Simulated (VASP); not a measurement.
Write the native input for VASP 6.6.1 that does the following.

```
Task                   : electric field gradients
Functional             : LDA
Potentials or basis    : VASP PAW LDA potentials, release 64 (Ga_d, As)
Cutoff                 : 520 eV
k mesh                 : 11 × 11 × 11
Occupations            : fermi-dirac, width 0.05 eV
Spin                   : no spin polarisation
Dipole correction      : no
Further INCAR settings : ALGO = Normal; EDIFF = 1e-08; NBANDS = 16
```

The structure of GaAs lies in POSCAR:

```
GaAs
1.0
    0.0000000000      2.8362415972      2.8362415972
    2.8362415972      0.0000000000      2.8362415972
    2.8362415972      2.8362415972      0.0000000000
Ga As
1 1
Direct
    0.0000000000      0.0000000000      0.0000000000
    0.7500000000      0.7500000000      0.7500000000
```

This cell differs from its parent crystal: volume scaled by 1.01.

One way to write it, as run:

INCAR

```
SYSTEM = GaAs
PREC = Accurate
ENCUT = 520
EDIFF = 1E-8
ISMEAR = -1
SIGMA = 0.05
LREAL = .False.
LASPH = .True.
NELM = 100
ALGO = Normal
ISIF = 2
LWAVE = .False.
LCHARG = .False.
GGA = CA
LEFG = .True.
NBANDS = 16
```

KPOINTS

```
Automatic mesh
0
Gamma
  11 11 11
  0 0 0
```

Potentials or basis: VASP PAW LDA potentials, release 64 (Ga_d, As).

Run with:

```bash
$ cat potpaw_LDA.64/Ga_d/POTCAR potpaw_LDA.64/As/POTCAR > POTCAR
$ mpirun -np 1 vasp_std > vasp.out
```

Results of the run:

| Property | Result |
| --- | --- |
| Pressure | -2.2 GPa |
| Band gap on the k mesh | 0.26 eV, direct |

Caveat: without QUAD_EFG the Cq values of the log hold for a quadrupole moment of 1 mb, not for the nuclei.

Wall time 66 s on 1 thread of AMD EPYC 7R13, with other jobs on the host, peak memory 0.15 GiB.
